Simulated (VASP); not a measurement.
# TaN (P-6m2) in VASP: further runs

TaN is run at these levels: PBE; tasks: single point.

Program: VASP 6.6.1. These are calculated values, not measurements. Logs are shortened: lines on timing, memory, paths and dates and some standing lists are left out, and cuts for length are marked.

## 1. The cell of the first run

It takes space group P-6m2 (No. 187, hexagonal). Conventional cell: a = 2.950 Å, b = 2.950 Å, c = 2.898 Å, α = 90.00°, β = 90.00°, γ = 120.00°. Within 3.0 Å of Ta (site symmetry -6m2) lie 6 N at 2.24 Å and 8 Ta at 2.90 to 2.95 Å. Within 3.0 Å of N (site symmetry -6m2) lie 6 Ta at 2.24 Å and 8 N at 2.90 to 2.95 Å.

## 2. Single point, PBE

INCAR reads:

```
SYSTEM = TaN
ALGO = Normal ; EDIFF = 1E-6
ENCUT = 520 ; GGA = PE
ISIF = 2 ; ISMEAR = 0
LASPH = .True. ; LCHARG = .False.
LREAL = .False. ; LWAVE = .False.
NBANDS = 24 ; NELM = 60
PREC = Accurate ; SIGMA = 0.15
```

KPOINTS reads:

```
k-points
0
Gamma
  20 20 12
  0 0 0
```

POSCAR reads:

```
TaN
1.0
    0.0000000000      0.0000000000      2.8977716017
    2.9501846798      0.0000000000      0.0000000000
    0.0000000000      5.1098697572      0.0000000000
Ta N
2 2
Direct
    0.5000000000      0.0000000000      0.3333333333
    0.5000000000      0.5000000000      0.8333333333
    0.0000000000      0.5000000000      0.5000000000
    0.0000000000      0.0000000000      0.0000000000
```

Potentials or basis: VASP PAW PBE potentials, release 64 (Ta_pv, N).

Launch:

```bash
> cat potpaw_PBE.64/Ta_pv/POTCAR potpaw_PBE.64/N/POTCAR > POTCAR
> mpirun -np 1 vasp_std > vasp.out
```

OUTCAR:

```text
SYSTEM = TaN
   EDIFF = 1E-6
   ENCUT = 520
   GGA = PE
   ISIF = 2
   ISMEAR = 0
   LASPH = .True.
   LREAL = .False.
   NELM = 60
   PREC = Accurate

 ion  position               nearest neighbor table
   1  0.500  0.000  0.333-   4 2.24   4 2.24   3 2.24   3 2.24   3 2.24   3 2.24   2 2.95   2 2.95
                             2 2.95   2 2.95
   2  0.500  0.500  0.833-   3 2.24   3 2.24   4 2.24   4 2.24   4 2.24   4 2.24   1 2.95   1 2.95
                             1 2.95   1 2.95
   3  0.000  0.500  0.500-   2 2.24   2 2.24   1 2.24   1 2.24   1 2.24   1 2.24
   4  0.000  0.000  0.000-   1 2.24   1 2.24   2 2.24   2 2.24   2 2.24   2 2.24

  LATTYP: Found a simple orthorhombic cell.
 ALAT       =     2.8977716017
 B/A-ratio  =     1.0180873738
 C/A-ratio  =     1.7633790580

  Lattice vectors:

 A1 = (   0.0000000000,   0.0000000000,   2.8977716017)
 A2 = (   2.9501846798,   0.0000000000,   0.0000000000)
 A3 = (   0.0000000000,   5.1098697572,   0.0000000000)

Analysis of symmetry for initial positions (statically):
=====================================================================
 Subroutine PRICEL returns following result:

  LATTYP: Found a hexagonal cell.
 ALAT       =     2.9501846798
 C/A-ratio  =     0.9822339671

  Lattice vectors:

 A1 = (  -2.9501846798,   0.0000000000,   0.0000000000)
 A2 = (   1.4750923399,  -2.5549348786,   0.0000000000)
 A3 = (   0.0000000000,   0.0000000000,   2.8977716017)

   2 primitive cells build up your supercell.

 Routine SETGRP: Setting up the symmetry group for a
 simple orthorhombic supercell.

 Subroutine GETGRP returns: Found  4 space group operations
 (whereof  4 operations were pure point group operations)
 out of a pool of  8 trial point group operations.

The static configuration has the point symmetry C_2v.

Analysis of symmetry for dynamics (positions and initial velocities):
=====================================================================
 Subroutine PRICEL returns following result:

  LATTYP: Found a hexagonal cell.
 ALAT       =     2.9501846798
 C/A-ratio  =     0.9822339671

  Lattice vectors:

 A1 = (  -2.9501846798,   0.0000000000,   0.0000000000)
 A2 = (   1.4750923399,  -2.5549348786,   0.0000000000)
 A3 = (   0.0000000000,   0.0000000000,   2.8977716017)

   2 primitive cells build up your supercell.

 Routine SETGRP: Setting up the symmetry group for a
 simple orthorhombic supercell.

 Subroutine GETGRP returns: Found  4 space group operations
 (whereof  4 operations were pure point group operations)
 out of a pool of  8 trial point group operations.

The dynamic configuration has the point symmetry C_2v.

 Subroutine INISYM returns: Found  4 space group operations
 (whereof  4 operations are pure point group operations),
 and found     2 'primitive' translations

----------------------------------------------------------------------------------------

                                     Primitive cell

  volume of cell :      21.8420

  direct lattice vectors                    reciprocal lattice vectors
    -2.950184680  0.000000000  0.000000000    -0.338961831 -0.195699704  0.000000000
     1.475092340 -2.554934879  0.000000000    -0.000000000 -0.391399408  0.000000000
     0.000000000  0.000000000  2.897771602     0.000000000  0.000000000  0.345092760

  length of vectors
     2.950184680  2.950184680  2.897771602     0.391399408  0.391399408  0.345092760

  position of ions in fractional coordinates (direct lattice)
     0.666666667  0.333333333  0.500000000
     0.000000000  0.000000000  0.000000000

  ion indices of the primitive-cell ions
   primitive index   ion index
                 1           1
                 2           4

----------------------------------------------------------------------------------------

 KPOINTS: k-points

Automatic generation of k-mesh.
 Grid dimensions read from file:
 generate k-points for:   20   20   12

 Generating k-lattice:

  Cartesian coordinates                     Fractional coordinates (reciprocal lattice)
     0.000000000  0.000000000  0.017254638     0.050000000  0.000000000  0.000000000
     0.016948092  0.000000000  0.000000000     0.000000000  0.050000000  0.000000000
     0.000000000  0.016308309  0.000000000     0.000000000  0.000000000  0.083333333

  Length of vectors
     0.017254638  0.016948092  0.016308309

  Shift w.r.t. Gamma in fractional coordinates (k-lattice)
     0.000000000  0.000000000  0.000000000

 Subroutine IBZKPT returns following result:
 ===========================================

 Found    847 irreducible k-points:

 Following reciprocal coordinates:
            Coordinates               Weight
  0.000000  0.000000  0.000000      1.000000
  0.050000  0.000000  0.000000      2.000000
  0.100000  0.000000  0.000000      2.000000
  0.150000  0.000000  0.000000      2.000000
  0.200000  0.000000  0.000000      2.000000
  0.250000  0.000000  0.000000      2.000000
[... 16 lines left out ...]
  0.000000  0.100000  0.000000      2.000000
  0.050000  0.100000  0.000000      4.000000
 [... further k-points ...]
   k-points           NKPTS =    847   k-points in BZ     NKDIM =    847   number of bands    NBANDS=     24
   number of dos      NEDOS =    301   number of ions     NIONS =      4
   total plane-waves  NPLWV =  23040
   dimension x,y,z NGX =    24 NGY =   24 NGZ =   40
   dimension x,y,z NGXF=    48 NGYF=   48 NGZF=   80
   ions per type =               2   2
   NGX,Y,Z   is equivalent  to a cutoff of  13.77, 13.52, 13.01 a.u.
   NGXF,Y,Z  is equivalent  to a cutoff of  27.54, 27.05, 26.03 a.u.
 SYSTEM =  TaN
   PREC   = accura    normal or accurate (medium, high low for compatibility)
   ISTART =      0    job   : 0-new  1-cont  2-samecut
   ICHARG =      2    charge: 1-file 2-atom 10-const
   ISPIN  =      1    spin polarized calculation?
   LNONCOLLINEAR =      F non collinear calculations
   LSORBIT =      F    spin-orbit coupling
   LASPH  =      T    aspherical Exc in radial PAW
   ENCUT  =  520.0 eV  38.22 Ry    6.18 a.u.   5.39  5.49  9.50*2*pi/ulx,y,z
   NELM   =     60;   NELMIN=  2; NELMDL= -5     # of ELM steps
   EDIFF  = 0.1E-05   stopping-criterion for ELM
   LREAL  =      F    real-space projection
   EDIFFG = 0.1E-04   stopping-criterion for IOM
   NSW    =      0    number of steps for IOM
   IBRION =     -1    ionic relax: 0-MD 1-quasi-New 2-CG
   NFREE  =      0    steps in history (QN), initial steepest desc. (CG)
   ISIF   =      2    stress and relaxation
   ISYM   =      2    0-nonsym 1-usesym 2-fastsym
   POTIM  = 0.5000    time-step for ionic-motion
   TEBEG  =    0.0;   TEEND  =   0.0 temperature during run
   PSTRESS=    0.0 pullay stress
   NELECT =      32.0000    total number of electrons
   NUPDOWN=      -1.0000    fix difference up-down
   EMIN   =  10.00;   EMAX   =-10.00  energy-range for DOS
   EFERMI =   0.00;   METHOD = LEGACY
   ISMEAR =     0;   SIGMA  =   0.15  broadening in eV -4-tet -1-fermi 0-gaus
   EFERMI_NEDOS =   21; number of points for ismear=-14 and -15
   IALGO  =     38    algorithm
   IMIX   =      4    mixing-type and parameters
     AMIX     =   0.40;   BMIX     =  1.00
     AMIX_MAG =   1.60;   BMIX_MAG =  1.00
  volume/ion in A,a.u.               =      10.92        73.70
  Fermi-wavevector in a.u.,A,eV,Ry     =   1.475765  2.788791 29.631873  2.177881
  Thomas-Fermi vector in A             =   2.590374
   LORBIT       =      0    0 simple, 1 ext, 2 COOP (PROOUT), +10 PAW based schemes
   GGA     = PE    functional components
   LHFCALC =     F    Hartree Fock is set to
   AEXX    =    0.0000 exact exchange contribution
   IVDW    =     0    specifies the selected vdW correction
   LEPSILON=     F    determine dielectric tensor
   LRPA    =     F    only Hartree local field effects (RPA)
 non-spin polarized calculation
 Gauss-broadening in eV      SIGMA  =   0.15
  energy-cutoff  :      520.00
  volume of cell :       43.68
 maximum number of plane-waves:      1201
 NGX is ok and might be reduce to    24
   NGX = 11   NGY = 11   NGZ = 19

 number of electron      32.0000003 magnetization

 Free energy of the ion-electron system (eV)
  ---------------------------------------------------
  ext. energy  EPLUGINS =         0.00000000
  ---------------------------------------------------
  free energy    TOTEN  =       -44.89248855 eV

  energy without entropy =      -44.89097427  energy(sigma->0) =      -44.89173141

 E-fermi :   8.1070     XC(G=0): -13.2725

 val. band max:        8.1064769783   @ k =   0.4500   0.0000   0.0833
 cond. band min:       8.1090924030   @ k =   0.0000   0.3000   0.0000
 fundamental gap:      0.0026154247
 Fermi energy:         8.1070458623

 k-point     1 :       0.0000    0.0000    0.0000
  band No.  band energies     occupation
      1     -27.4994      2.00000
      2     -26.7757      2.00000
      3     -26.7381      2.00000
      4     -26.6397      2.00000
      5     -26.5154      2.00000
      6     -26.5153      2.00000
[... 16 lines left out ...]
     23      12.0624      0.00000
     24      13.2523      0.00000

 k-point     2 :       0.0500    0.0000    0.0000
  band No.  band energies     occupation
      1     -27.4955      2.00000
      2     -26.7987      2.00000
      3     -26.7358      2.00000
      4     -26.6595      2.00000
      5     -26.5135      2.00000
      6     -26.5135      2.00000
[... 16 lines left out ...]
     23      12.3929      0.00000
     24      13.2641      0.00000

 k-point     3 :       0.1000    0.0000    0.0000
  band No.  band energies     occupation
      1     -27.4844      2.00000
      2     -26.8650      2.00000
      3     -26.7294      2.00000
      4     -26.7164      2.00000
      5     -26.5081      2.00000
      6     -26.5081      2.00000
[... 16 lines left out ...]
     23      12.7481      0.00000
     24      13.3038      0.00000

 k-point     4 :       0.1500    0.0000    0.0000
  band No.  band energies     occupation
      1     -27.4670      2.00000
      2     -26.9666      2.00000
      3     -26.8040      2.00000
      4     -26.7192      2.00000
      5     -26.4998      2.00000
      6     -26.4997      2.00000
[... 16 lines left out ...]
     23      12.9198      0.00000
     24      13.3713      0.00000

 k-point     5 :       0.2000    0.0000    0.0000
  band No.  band energies     occupation
      1     -27.4450      2.00000
      2     -27.0921      2.00000
      3     -26.9127      2.00000
      4     -26.7064      2.00000
      5     -26.4892      2.00000
      6     -26.4892      2.00000
[... 16 lines left out ...]
     23      12.8909      0.00000
     24      13.4607      0.00000

 k-point     6 :       0.2500    0.0000    0.0000
  band No.  band energies     occupation
      1     -27.4205      2.00000
      2     -27.2282      2.00000
      3     -27.0311      2.00000
      4     -26.6922      2.00000
      5     -26.4774      2.00000
      6     -26.4774      2.00000
[... 16 lines left out ...]
     23      12.6922      0.00000
     24      13.5639      0.00000
[... 379 lines left out ...]
 k-point    21 :       0.4500    0.0500    0.0000
  band No.  band energies     occupation
      1     -27.6236      2.00000
      2     -27.3814      2.00000
      3     -27.3368      2.00000
      4     -26.6628      2.00000
      5     -26.4588      2.00000
      6     -26.4449      2.00000
[... 16 lines left out ...]
     23      13.9671      0.00000
     24      15.0437      0.00000

 k-point    22 :       0.5000    0.0500    0.0000
  band No.  band energies     occupation
      1     -27.6434      2.00000
      2     -27.3989      2.00000
      3     -27.3329      2.00000
      4     -26.6605      2.00000
      5     -26.4568      2.00000
      6     -26.4431      2.00000
[... 16 lines left out ...]
     23      14.0300      0.00000
     24      15.0954      0.00000

 k-point    23 :       0.0000    0.1000    0.0000
  band No.  band energies     occupation
      1     -27.4699      2.00000
      2     -26.8003      2.00000
      3     -26.7660      2.00000
      4     -26.6366      2.00000
      5     -26.5917      2.00000
      6     -26.5323      2.00000
[... 16 lines left out ...]
     23      12.2475      0.00000
     24      12.3603      0.00000

 k-point    24 :       0.0500    0.1000    0.0000
  band No.  band energies     occupation
      1     -27.4662      2.00000
      2     -26.7980      2.00000
      3     -26.7889      2.00000
      4     -26.6562      2.00000
      5     -26.5895      2.00000
      6     -26.5304      2.00000
[... 16 lines left out ...]
     23      12.3948      0.00000
     24      12.4602      0.00000

 [... further k-points ...]
[... 5 lines left out ...]
  --------------------------------------------------------------------------------------
  -------------------------------------------------------------------------------------
  Total        0.1679263      0.1668596      0.2113471      0.0000000      0.0000000      0.0000000
  in kB        6.1589419      6.1198206      7.7514621      0.0000000      0.0000000      0.0000000
  external PRESSURE =       6.6767415 kB  Pullay stress =       0.0000000 kB

 VOLUME and BASIS-vectors are now :
 -----------------------------------------------------------------------------
  energy-cutoff  :      520.00
  volume of cell :       43.68
      direct lattice vectors                 reciprocal lattice vectors
     0.000000000  0.000000000  2.897771602     0.000000000  0.000000000  0.345092760
     2.950184680  0.000000000  0.000000000     0.338961831  0.000000000  0.000000000
     0.000000000  5.109869757  0.000000000     0.000000000  0.195699704  0.000000000

 POSITION                                       TOTAL-FORCE (eV/Angst)
 -----------------------------------------------------------------------------------
      0.00000      1.70329      1.44889        -0.000000      0.000098      0.000000
      1.47509      4.25822      1.44889         0.000000      0.000098      0.000000
      1.47509      2.55493      0.00000        -0.000000     -0.000098     -0.000000
      0.00000      0.00000      0.00000        -0.000000     -0.000098     -0.000000
 -----------------------------------------------------------------------------------
    total drift:                                0.000000      0.000084      0.000000

  FREE ENERGIE OF THE ION-ELECTRON SYSTEM (eV)
  ---------------------------------------------------
  free  energy   TOTEN  =       -44.8924885506 eV

  energy  without entropy=      -44.8909742737  energy(sigma->0) =      -44.89173141
```

It took 4.2 min on 1 thread of Intel Xeon 6975P-C (Granite Rapids), shared host; peak memory 0.75 GiB.

Results:

```
Free energy            : -44.8925 eV
Pressure               : 0.7 GPa
Band gap on the k mesh : zero (bands 16 and 17 overlap by 0.50 eV)
```

Levels at points of the mesh, in eV from the Fermi level:
| k point | band 14 | band 15 | band 16 | band 17 | band 18 | band 19 |
| --- | --- | --- | --- | --- | --- | --- |
| (0.00, 0.00, 0.00) | -3.41 | -3.15 | -2.91 | 2.13 | 2.97 | 3.52 |
| (0.50, 0.00, 0.00) | -3.69 | -0.39 | -0.08 | -0.08 | 2.36 | 3.31 |
| (0.00, 0.50, 0.00) | -4.87 | -1.13 | -1.13 | 1.21 | 1.21 | 1.64 |
| (0.50, 0.50, 0.00) | -4.11 | -1.07 | -1.07 | 3.99 | 3.99 | 4.91 |
| (0.00, 0.00, 0.50) | -3.74 | -3.07 | -3.07 | 2.12 | 2.12 | 3.42 |
| (0.50, 0.00, 0.50) | -4.79 | -1.62 | -1.62 | 1.97 | 1.97 | 3.16 |
| (0.00, 0.50, 0.50) | -3.41 | -3.15 | -3.15 | 2.97 | 2.97 | 3.96 |
| (0.50, 0.50, 0.50) | -5.59 | -0.39 | -0.39 | 4.07 | 4.07 | 5.26 |

Caveat: spin-orbit coupling is left out, which moves the levels of the heavy elements.

(Part 1 of 2 ends here.)
